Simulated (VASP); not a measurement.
Write the native input for VASP 6.6.1 that does the following.

```
Task                   : relaxation of cell and atoms
Functional             : PBEsol
Potentials or basis    : VASP PAW PBE potentials, release 64 (Li_sv, H)
Cutoff                 : 750 eV
k mesh                 : 9 × 9 × 9
Occupations            : fermi-dirac, width 0.02 eV
Spin                   : no spin polarisation
Dipole correction      : no
Further INCAR settings : ALGO = Normal; EDIFF = 1e-07; IBRION = 2; EDIFFG = -0.02; NSW = 50; ISIF = 3
```

The structure of LiH lies in POSCAR:

```
LiH
1.0
    0.0000000000      2.0350000000      2.0350000000
    2.0350000000      0.0000000000      2.0350000000
    2.0350000000      2.0350000000      0.0000000000
Li H
1 1
Direct
    0.0000000000      0.0000000000      0.0000000000
    0.5000000000      0.5000000000      0.5000000000
```

One way to write it, as run:

INCAR

```
ALGO = Normal
EDIFF = 1E-7
EDIFFG = -0.02
ENCUT = 750
GGA = PS
GGA_COMPAT = F
IBRION = 2
ISIF = 3
ISMEAR = -1
LASPH = T
LCHARG = F
LREAL = F
LWAVE = F
NELM = 120
NELMIN = 4
NSW = 50
PREC = Accurate
SIGMA = 0.02
```

KPOINTS

```
k-points
0
Gamma
  9 9 9
```

Potentials or basis: VASP PAW PBE potentials, release 64 (Li_sv, H).

Command:

```sh
$ cat potpaw_PBE.64/Li_sv/POTCAR potpaw_PBE.64/H/POTCAR > POTCAR
$ mpirun -np 1 vasp_std > vasp.out
```

It gave:

```yaml
Relaxed_volume: 7.92 Å³/atom
Relaxed_cell: a = 2.819 Å, b = 2.819 Å, c = 2.819 Å, α = 60.00°, β = 60.00°, γ = 60.00°
Space_group_after_relaxing_to_0.05_Å: Fm-3m (No. 225)
Energy_gained_by_relaxing: 4.2 meV/atom
Ionic_steps: 3
Pressure_after_relaxing: -0.2 GPa
Band_gap_on_the_k_mesh: 3.04 eV, direct
```

Caveat: the PAW data sets were made with another functional, which shifts forces and pressure a little.

Wall time 26 s on 1 thread of Intel(R) Xeon(R) Platinum 8259CL CPU @ 2.50GHz (Skylake/Cascade Lake), on a shared host, peak memory 0.15 GiB.
